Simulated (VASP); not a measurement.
# GaAs: single point with LDA

GaAs:

```
Ga As
1.0
     0.00000    2.80142    2.80142
     2.80142    0.00000    2.80142
     2.80142    2.80142    0.00000
Ga As
1 1
Direct
  0.00000 0.00000 0.00000
  0.75000 0.75000 0.75000
```

- Program: VASP 6.6.1
- Task: single point
- Functional: LDA
- Potentials or basis: VASP PAW LDA potentials, release 64 (Ga_d, As)
- Cutoff: 520 eV
- k mesh: 10 × 10 × 10
- Occupations: fermi-dirac, width 0.1 eV
- Spin: no spin polarisation

* Pressure: 0.3 GPa
* Band gap on the k mesh: 0.54 eV

Levels at points of the mesh, in eV from the valence-band top:
```csv
k point,band 7,band 8,band 9,band 10,band 11,band 12
"(0.00, 0.00, 0.00)",0.00,0.00,0.00,0.54,3.68,3.68
"(0.50, 0.00, 0.00)",-6.84,-1.19,-1.19,0.94,4.59,4.59
"(0.50, 0.50, 0.00)",-7.00,-2.79,-2.79,1.29,1.54,10.26
```

It took 44 s on 1 thread of Intel(R) Xeon(R) Platinum 8375C CPU @ 2.90GHz (Ice Lake), with other jobs on the host, peak memory 0.17 GiB.

Caveat: semilocal functionals underestimate gaps, and a narrow one can read as zero. A k mesh can miss the band edges.
